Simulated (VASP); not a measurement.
Input of a VASP 6.6.1 run:

INCAR

```
SYSTEM = KBr
PREC = Accurate
ENCUT = 600
EDIFF = 1E-6
ISMEAR = -1
SIGMA = 0.02
LREAL = .FALSE.
LASPH = .TRUE.
NELM = 60
ALGO = Normal
ISIF = 3
LWAVE = .FALSE.
LCHARG = .FALSE.
GGA = PS
IBRION = 2
NSW = 80
EDIFFG = -0.005
```

Contents of KPOINTS:

```
Automatic mesh
0
G
  6 6 6
  0 0 0
```

The input POSCAR:

```
KBr
1.0
    4.0434990000      0.0000000000      0.0000000000
    0.0000000000      4.0434990000      0.0000000000
    0.0000000000      0.0000000000      4.0434990000
K Br
1 1
Direct
    0.0000000000      0.0000000000      0.0000000000
    0.5000000000      0.5000000000      0.5000000000
```

Potentials or basis: VASP PAW PBE potentials, release 64 (K_sv, Br).

Run with:

```bash
$ cat potpaw_PBE.64/K_sv/POTCAR potpaw_PBE.64/Br/POTCAR > POTCAR
$ mpirun -np 1 vasp_std > vasp.out
```

Q: What does it give for the band gap on the k mesh?

A: 3.95 eV, indirect (least direct gap 4.24 eV).

Q: Estimate the relaxed volume.

A: 30.53 Å³/atom.

Q: What does it give for the relaxed cell?

A: a = 3.938 Å, b = 3.938 Å, c = 3.938 Å, α = 90.00°, β = 90.00°, γ = 90.00°.

Q: Estimate the space group after relaxing (to 0.05 Å).

A: Pm-3m (No. 221).

The path:
```csv
step,energy change (eV),largest force (eV/Å),pressure (GPa),volume (Å³)
1,0.0000,0.0000,-1.20,66.11
2,-0.0141,0.0000,-0.71,63.77
3,-0.0203,0.0000,-0.07,61.32
4,-0.0204,0.0000,0.01,61.06
```

Caveat: the PAW data sets were made with another functional, which shifts forces and pressure a little. A k mesh can miss the band edges.
